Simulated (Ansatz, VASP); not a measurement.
## One calculation of CoO, two programs

The input INCAR:

```
PREC     = Accurate       # precision mode
ENCUT    = 520            # plane-wave cutoff, eV
EDIFF    = 1E-7           # SCF threshold, eV
ISMEAR   = -1             # smearing method
SIGMA    = 0.05           # smearing width, eV
LREAL    = F              # projectors in reciprocal space
LASPH    = T              # aspherical terms in the spheres
NELM     = 150            # most SCF steps
ALGO     = Normal         # electronic algorithm
ISIF     = 2              # what is computed and relaxed
LWAVE    = F              # write WAVECAR
LCHARG   = T              # write CHGCAR
ISPIN    = 2              # spin polarisation
MAGMOM   = 2 0            # initial moments
LORBIT   = 11             # projections on sites
LMAXMIX  = 4              # l up to which the mixer works
GGA      = PE             # functional
LELF     = T              # ELF
LVHAR    = T            
NBANDS   = 18             # bands
```

Contents of KPOINTS:

```
Automatic mesh
0
Gamma
  11 11 10
```

The input POSCAR:

```
CoO
1.0
    2.8284500000      0.0000000000      0.0000000000
   -1.4142300000      2.4495100000      0.0000000000
    0.0000000000      0.0000000000      2.7217200000
Co O
1 1
Direct
    0.0000000000      0.0000000000      0.5000000000
    0.6666700000      0.3333300000      0.0000000000
```

Contents of input.yaml:

```yaml
crystal:
  lattice:
    - [2.82845, 0.0, 0.0]
    - [-1.41423, 2.44951, 0.0]
    - [0.0, 0.0, 2.72172]
  atoms:
    - { symbol: Co, position: [0.0, 0.0, 0.5], spin: 2.0 }
    - { symbol: O, position: [0.66667, 0.33333, 0.0] }
hamiltonian:
  xc: pbe
  pseudopotentials: { kind: paw }
magnetization:
  spin_polarized: true
kpoints:
  mp_grid: { grid: [11, 11, 10] }
scf:
  occupations: { method: fermi_dirac, width: 0.05 }
output:
  forces: true
  stress: true
  eigenvalues: true
```

Alike in both runs: task single point; functional PBE; k mesh 11 × 11 × 10; occupations fermi-dirac, width 0.05 eV; collinear spin.

```csv
,VASP,Ansatz
version,VASP 6.6.1,Ansatz 0.2.0
potentials or method,"VASP PAW PBE potentials, release 64 (Co, O)",Ansatz PAW
plane-wave cutoff (eV),520,420
valence electrons in the cell,15,23
```

VASP gave:

- gap on the k mesh at the Fermi level (eV): none
- pressure (GPa): -0.3
- traceless stress, the component that is largest in VASP (GPa): -0.37
- net moment per atom (μB): 1.50
- size of the moment on the site where the two differ most (μB): 2.55

Question: Estimate Ansatz's values.

Answer: gap on the k mesh at the Fermi level (eV): none; pressure (GPa): 0.1; traceless stress, the component that is largest in VASP (GPa): -0.07; net moment per atom (μB): 1.50; size of the moment on the site where the two differ most (μB): 2.50.

Site moments also hang on the region over which each program counts them. A gap of «none» marks a metal or a gap that the smearing closes. VASP's potentials hold 15 valence electrons a cell and Ansatz's 23, so a difference there can come from the potentials and not from the codes.
